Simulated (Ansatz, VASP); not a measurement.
One calculation of Sn, two programs

Contents of POSCAR:

```
Sn
1.0
    0.0000000000      2.4111428816      2.4111428816
    2.4111428816      0.0000000000      2.4111428816
    2.4111428816      2.4111428816      0.0000000000
Sn
1
Direct
    0.0000000000      0.0000000000      0.0000000000
```

Contents of INCAR.step1:

```
SYSTEM = Sn
  ALGO = Normal
  EDIFF = 1E-4
  ENCUT = 600
  GGA = PE
  ISMEAR = -1
  LASPH = .TRUE.
  LCHARG = .FALSE.
  LREAL = .FALSE.
  LWAVE = .TRUE.
  NELM = 100
  PREC = Accurate
  SIGMA = 0.1
```

Contents of INCAR.step2:

```
SYSTEM = Sn
  ALGO = Normal
  EDIFF = 1E-6
  EDIFFG = -0.01
  ENCUT = 600
  IBRION = 2
  ISIF = 3
  ISMEAR = -1
  ISTART = 1
  LASPH = .TRUE.
  LCHARG = .FALSE.
  LMIXTAU = .TRUE.
  LREAL = .FALSE.
  LWAVE = .FALSE.
  METAGGA = R2SCAN
  NELM = 100
  NSW = 80
  PREC = Accurate
  SIGMA = 0.1
```

Contents of KPOINTS:

```
k-points
0
G
  11 11 11
  0 0 0
```

Input for Ansatz:

```yaml
crystal:
  lattice:
    - [0.0, 2.4111428816, 2.4111428816]
    - [2.4111428816, 0.0, 2.4111428816]
    - [2.4111428816, 2.4111428816, 0.0]
  atoms:
    - { symbol: Sn, position: [0.0, 0.0, 0.0] }
hamiltonian:
  xc: r2scan
  pseudopotentials:
    kind: paw
    azcp:
      Sn: "pseudopotentials/Sn.paw.azcp"
basis:
  ecutwfc: 500
  fft_grid_basis: typed
kpoints:
  mp_grid: { grid: [11, 11, 11], shift: [0, 0, 0] }
magnetization:
  spin_polarized: false
scf:
  occupations: { method: fermi_dirac, width: 0.1 }
relax:
  max_steps: 60
  f_tol: 0.01
  cell: {}
```

Alike in both runs: task relaxation of cell and atoms; functional r2SCAN; k mesh 11 × 11 × 11; occupations fermi-dirac, width 0.1 eV; no spin polarisation.

|  | VASP | Ansatz |
| --- | --- | --- |
| version | VASP 6.6.1 | Ansatz 0.2.0 |
| potentials or method | VASP PAW PBE potentials, release 64 (Sn_d), cutoff 600 eV | plane waves (500 eV) with PAW, scalar-relativistic |
| valence electrons in the cell | 14 | 14 |

|  | VASP | Ansatz | Ansatz less VASP |
| --- | --- | --- | --- |
| relaxed volume (Å³/atom) | 27.35 | 27.33 | -0.024 |
| relaxed length of the cell vector where the two differ most in proportion (Å) | 3.382 | 3.381 | -0.0010 |

VASP's potentials were made for PBE, not for r2SCAN.
